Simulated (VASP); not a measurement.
# Cd3Pd (I4/mmm) in VASP: single point with LDA

Aim: the single point of Cd3Pd with LDA.

All numbers are computed with VASP 6.6.1; they aren't measurements. Logs are shortened: lines on timing, memory, paths and dates and some standing lists are left out, and cuts for length are marked.

## (1) The cell of the first run

The structure is tetragonal, space group I4/mmm (No. 139). Conventional cell: a = 4.041 Å, b = 4.041 Å, c = 8.487 Å, α = 90.00°, β = 90.00°, γ = 90.00°. Within 3.8 Å of Cd (site symmetry -4m2) lie 8 Cd at 2.86 to 2.93 Å and 4 Pd at 2.93 Å. Within 3.8 Å of Cd (site symmetry 4/mmm) lie 4 Pd at 2.86 Å and 8 Cd at 2.93 Å. Pd (site symmetry 4/mmm) has 12 Cd at 2.86 to 2.93 Å within 3.8 Å.

## (2) Single point, LDA

INCAR reads:

```
PREC = Accurate
ENCUT = 520
EDIFF = 1E-6
ISMEAR = -1
SIGMA = 0.1
LREAL = False
LASPH = True
NELM = 80
ALGO = Normal
ISIF = 2
LWAVE = False
LCHARG = False
NBANDS = 31
```

KPOINTS reads:

```
regular mesh
0
Gamma
  12 12 12
```

POSCAR reads:

```
Cd3Pd
1.0
   -2.0207095196      2.0207095196      4.2435444107
    2.0207095196     -2.0207095196      4.2435444107
    2.0207095196      2.0207095196     -4.2435444107
Cd Pd
3 1
Direct
    0.7500000000      0.2500000000      0.5000000000
    0.2500000000      0.7500000000      0.5000000000
    0.5000000000      0.5000000000      0.0000000000
    0.0000000000      0.0000000000      0.0000000000
```

Potentials or basis: VASP PAW LDA potentials, release 64 (Cd, Pd).

Command:

```console
$ cat potpaw_LDA.64/Cd/POTCAR potpaw_LDA.64/Pd/POTCAR > POTCAR
$ mpirun -np 1 vasp_std > vasp.out
```

OUTCAR:

```text
PREC = Accurate
   ENCUT = 520
   EDIFF = 1E-6
   ISMEAR = -1
   LREAL = False
   LASPH = True
   NELM = 80
   ISIF = 2

 ion  position               nearest neighbor table
   1  0.750  0.250  0.500-   2 2.86   2 2.86   2 2.86   2 2.86   4 2.93   3 2.93   4 2.93   4 2.93
                             3 2.93   3 2.93   4 2.93   3 2.93
   2  0.250  0.750  0.500-   1 2.86   1 2.86   1 2.86   1 2.86   4 2.93   3 2.93   4 2.93   3 2.93
                             4 2.93   4 2.93   3 2.93   3 2.93
   3  0.500  0.500  0.000-   4 2.86   4 2.86   4 2.86   4 2.86   2 2.93   1 2.93   2 2.93   1 2.93
                             2 2.93   2 2.93   1 2.93   1 2.93
   4  0.000  0.000  0.000-   3 2.86   3 2.86   3 2.86   3 2.86   2 2.93   1 2.93   2 2.93   2 2.93
                             1 2.93   1 2.93   2 2.93   1 2.93

  LATTYP: Found a body centered tetragonal cell.
 ALAT       =     4.0414190392
 C/A-ratio  =     2.1000269309

  Lattice vectors:

 A1 = (  -2.0207095196,   2.0207095196,   4.2435444107)
 A2 = (   2.0207095196,  -2.0207095196,   4.2435444107)
 A3 = (   2.0207095196,   2.0207095196,  -4.2435444107)

Analysis of symmetry for initial positions (statically):
=====================================================================
 Subroutine PRICEL returns:
 Original cell was already a primitive cell.

 Routine SETGRP: Setting up the symmetry group for a
 body centered tetragonal supercell.

 Subroutine GETGRP returns: Found 16 space group operations
 (whereof 16 operations were pure point group operations)
 out of a pool of 16 trial point group operations.

The static configuration has the point symmetry D_4h.

Analysis of symmetry for dynamics (positions and initial velocities):
=====================================================================
 Subroutine PRICEL returns:
 Original cell was already a primitive cell.

 Routine SETGRP: Setting up the symmetry group for a
 body centered tetragonal supercell.

 Subroutine GETGRP returns: Found 16 space group operations
 (whereof 16 operations were pure point group operations)
 out of a pool of 16 trial point group operations.

The dynamic configuration has the point symmetry D_4h.

 Subroutine INISYM returns: Found 16 space group operations
 (whereof 16 operations are pure point group operations),
 and found     1 'primitive' translations

----------------------------------------------------------------------------------------

                                     Primitive cell

  volume of cell :      69.3101

  direct lattice vectors                    reciprocal lattice vectors
    -2.020709520  2.020709520  4.243544411     0.000000000  0.247437841  0.117826032
     2.020709520 -2.020709520  4.243544411     0.247437841  0.000000000  0.117826032
     2.020709520  2.020709520 -4.243544411     0.247437841  0.247437841  0.000000000

  length of vectors
     5.116073015  5.116073015  5.116073015     0.274059225  0.274059225  0.349929950

  position of ions in fractional coordinates (direct lattice)
     0.750000000  0.250000000  0.500000000
     0.250000000  0.750000000  0.500000000
     0.500000000  0.500000000  0.000000000
     0.000000000  0.000000000  0.000000000

  ion indices of the primitive-cell ions
   primitive index   ion index
                 1           1
                 2           2
                 3           3
                 4           4

----------------------------------------------------------------------------------------

 KPOINTS: regular mesh

Automatic generation of k-mesh.
 Grid dimensions read from file:
 generate k-points for:   12   12   12

 Generating k-lattice:

  Cartesian coordinates                     Fractional coordinates (reciprocal lattice)
     0.000000000  0.020619820  0.009818836     0.083333333  0.000000000  0.000000000
     0.020619820  0.000000000  0.009818836     0.000000000  0.083333333  0.000000000
     0.020619820  0.020619820  0.000000000     0.000000000  0.000000000  0.083333333

  Length of vectors
     0.022838269  0.022838269  0.029160829

  Shift w.r.t. Gamma in fractional coordinates (k-lattice)
     0.000000000  0.000000000  0.000000000

 Subroutine IBZKPT returns following result:
 ===========================================

 Found    163 irreducible k-points:

 Following reciprocal coordinates:
            Coordinates               Weight
  0.000000  0.000000  0.000000      1.000000
  0.083333 -0.000000  0.000000      8.000000
  0.166667  0.000000  0.000000      8.000000
  0.250000 -0.000000  0.000000      8.000000
  0.333333  0.000000  0.000000      8.000000
  0.416667 -0.000000  0.000000      8.000000
[... 16 lines left out ...]
  0.500000  0.166667 -0.000000     16.000000
 -0.416667  0.166667  0.000000     16.000000
 [... further k-points ...]
   k-points           NKPTS =    163   k-points in BZ     NKDIM =    163   number of bands    NBANDS=     31
   number of dos      NEDOS =    301   number of ions     NIONS =      4
   total plane-waves  NPLWV =  64000
   dimension x,y,z NGX =    40 NGY =   40 NGZ =   40
   dimension x,y,z NGXF=    80 NGYF=   80 NGZF=   80
   ions per type =               3   1
   NGX,Y,Z   is equivalent  to a cutoff of  13.00, 13.00, 13.00 a.u.
   NGXF,Y,Z  is equivalent  to a cutoff of  26.00, 26.00, 26.00 a.u.
 SYSTEM =  unknown system
   PREC   = accura    normal or accurate (medium, high low for compatibility)
   ISTART =      0    job   : 0-new  1-cont  2-samecut
   ICHARG =      2    charge: 1-file 2-atom 10-const
   ISPIN  =      1    spin polarized calculation?
   LNONCOLLINEAR =      F non collinear calculations
   LSORBIT =      F    spin-orbit coupling
   LASPH  =      T    aspherical Exc in radial PAW
   ENCUT  =  520.0 eV  38.22 Ry    6.18 a.u.   9.51  9.51  9.51*2*pi/ulx,y,z
   NELM   =     80;   NELMIN=  2; NELMDL= -5     # of ELM steps
   EDIFF  = 0.1E-05   stopping-criterion for ELM
   LREAL  =      F    real-space projection
   EDIFFG = 0.1E-04   stopping-criterion for IOM
   NSW    =      0    number of steps for IOM
   IBRION =     -1    ionic relax: 0-MD 1-quasi-New 2-CG
   NFREE  =      0    steps in history (QN), initial steepest desc. (CG)
   ISIF   =      2    stress and relaxation
   ISYM   =      2    0-nonsym 1-usesym 2-fastsym
   POTIM  = 0.5000    time-step for ionic-motion
   TEBEG  =    0.0;   TEEND  =   0.0 temperature during run
   PSTRESS=    0.0 pullay stress
   NELECT =      46.0000    total number of electrons
   NUPDOWN=      -1.0000    fix difference up-down
   EMIN   =  10.00;   EMAX   =-10.00  energy-range for DOS
   EFERMI =   0.00;   METHOD = LEGACY
   ISMEAR =    -1;   SIGMA  =   0.10  broadening in eV -4-tet -1-fermi 0-gaus
   EFERMI_NEDOS =   21; number of points for ismear=-14 and -15
   IALGO  =     38    algorithm
   IMIX   =      4    mixing-type and parameters
     AMIX     =   0.40;   BMIX     =  1.00
     AMIX_MAG =   1.60;   BMIX_MAG =  1.00
  volume/ion in A,a.u.               =      17.33       116.93
  Fermi-wavevector in a.u.,A,eV,Ry     =   1.428001  2.698531 27.744833  2.039188
  Thomas-Fermi vector in A             =   2.548110
   LORBIT       =      0    0 simple, 1 ext, 2 COOP (PROOUT), +10 PAW based schemes
   GGA     = CA    functional components
   LHFCALC =     F    Hartree Fock is set to
   AEXX    =    0.0000 exact exchange contribution
   IVDW    =     0    specifies the selected vdW correction
   LEPSILON=     F    determine dielectric tensor
   LRPA    =     F    only Hartree local field effects (RPA)
 non-spin polarized calculation
  energy-cutoff  :      520.00
  volume of cell :       69.31
 maximum number of plane-waves:      1911
 NGX is ok and might be reduce to    40
   NGX = 19   NGY = 19   NGZ = 19

 number of electron      46.0000007 magnetization

 Free energy of the ion-electron system (eV)
  ---------------------------------------------------
  ext. energy  EPLUGINS =         0.00000000
  ---------------------------------------------------
  free energy    TOTEN  =       -12.07001898 eV

  energy without entropy =      -12.03104240  energy(sigma->0) =      -12.05053069

 E-fermi :   5.0640     XC(G=0): -12.5807

 val. band max:        5.0414653594   @ k =  -0.0833   0.1667   0.0833
 cond. band min:       5.0815589390   @ k =  -0.3333  -0.4167   0.1667
 fundamental gap:      0.0400935796
 Fermi energy:         5.0640236351

 k-point     1 :       0.0000    0.0000    0.0000
  band No.  band energies     occupation
      1      -5.1266      2.00000
      2      -5.0309      2.00000
      3      -4.8450      2.00000
      4      -4.4139      2.00000
      5      -4.3098      2.00000
      6      -4.3098      2.00000
[... 23 lines left out ...]
     30      11.0198      0.00000
     31      11.9959      0.00000

 k-point     2 :       0.0833   -0.0000    0.0000
  band No.  band energies     occupation
      1      -5.0965      2.00000
      2      -4.9977      2.00000
      3      -4.8188      2.00000
      4      -4.3797      2.00000
      5      -4.3752      2.00000
      6      -4.3409      2.00000
[... 23 lines left out ...]
     30      11.6696      0.00000
     31      12.5656      0.00000

 k-point     3 :       0.1667    0.0000    0.0000
  band No.  band energies     occupation
      1      -5.0079      2.00000
      2      -4.9161      2.00000
      3      -4.7390      2.00000
      4      -4.4578      2.00000
      5      -4.4481      2.00000
      6      -4.2030      2.00000
[... 23 lines left out ...]
     30      12.9311      0.00000
     31      13.5878      0.00000

 k-point     4 :       0.2500   -0.0000    0.0000
  band No.  band energies     occupation
      1      -4.8653      2.00000
      2      -4.8256      2.00000
      3      -4.6078      2.00000
      4      -4.5264      2.00000
      5      -4.4613      2.00000
      6      -4.1423      2.00000
[... 635 lines left out ...]
     30      14.2804      0.00000
     31      14.5007      0.00000

 k-point    23 :       0.5000    0.1667   -0.0000
  band No.  band energies     occupation
      1      -4.6853      2.00000
      2      -4.6511      2.00000
      3      -4.4375      2.00000
      4      -4.4171      2.00000
      5      -4.3239      2.00000
      6      -4.1503      2.00000
[... 23 lines left out ...]
     30      13.7994      0.00000
     31      14.5562      0.00000

 k-point    24 :      -0.4167    0.1667    0.0000
  band No.  band energies     occupation
      1      -4.7214      2.00000
      2      -4.6260      2.00000
      3      -4.5190      2.00000
      4      -4.3557      2.00000
      5      -4.2848      2.00000
      6      -4.2006      2.00000
[... 23 lines left out ...]
     30      14.4956      0.00000
     31      14.8415      0.00000

 [... further k-points ...]
[... 5 lines left out ...]
  --------------------------------------------------------------------------------------
  -------------------------------------------------------------------------------------
  Total        0.5174254      0.5174254      0.4834279      0.0000000     -0.0000000      0.0000000
  in kB       11.9608429     11.9608429     11.1749544      0.0000000     -0.0000000      0.0000000
  external PRESSURE =      11.6988800 kB  Pullay stress =       0.0000000 kB

 VOLUME and BASIS-vectors are now :
 -----------------------------------------------------------------------------
  energy-cutoff  :      520.00
  volume of cell :       69.31
      direct lattice vectors                 reciprocal lattice vectors
    -2.020709520  2.020709520  4.243544411     0.000000000  0.247437841  0.117826032
     2.020709520 -2.020709520  4.243544411     0.247437841  0.000000000  0.117826032
     2.020709520  2.020709520 -4.243544411     0.247437841  0.247437841  0.000000000

 POSITION                                       TOTAL-FORCE (eV/Angst)
 -----------------------------------------------------------------------------------
      0.00000      2.02071      2.12177        -0.000000      0.000000     -0.000000
      2.02071      0.00000      2.12177         0.000000     -0.000000      0.000000
      0.00000      0.00000      4.24354        -0.000000      0.000000      0.000000
      0.00000      0.00000      0.00000        -0.000000      0.000000      0.000000
 -----------------------------------------------------------------------------------
    total drift:                               -0.000000     -0.000000      0.000000

  FREE ENERGIE OF THE ION-ELECTRON SYSTEM (eV)
  ---------------------------------------------------
  free  energy   TOTEN  =       -12.0700189849 eV

  energy  without entropy=      -12.0310424030  energy(sigma->0) =      -12.05053069
```

Wall time 3.7 min (1 thread of Intel Xeon Platinum 8488C (Sapphire Rapids), shared host); peak memory 0.42 GiB.

What came out:

```
Free energy            : -12.0700 eV
Pressure               : 1.2 GPa
Band gap on the k mesh : zero (bands 23 and 24 overlap by 4.75 eV)
```

Levels at points of the mesh, in eV from the Fermi level:
```tsv
k point	band 19	band 20	band 21	band 22	band 23	band 24	band 25	band 26	band 27	band 28
(0.00, 0.00, 0.00)	-2.93	-2.93	-2.18	-0.80	3.51	3.69	3.69	3.97	3.97	4.01
(0.50, 0.00, 0.00)	-3.14	-2.65	-2.58	-2.13	-0.57	0.82	4.93	5.08	5.52	6.42
(0.50, 0.50, 0.00)	-2.92	-2.74	-2.46	-2.28	-1.83	-1.01	1.15	1.71	6.27	6.45
(0.50, 0.50, 0.50)	-2.45	-2.42	-2.42	-2.22	-0.03	-0.03	4.44	4.87	8.10	8.42
```
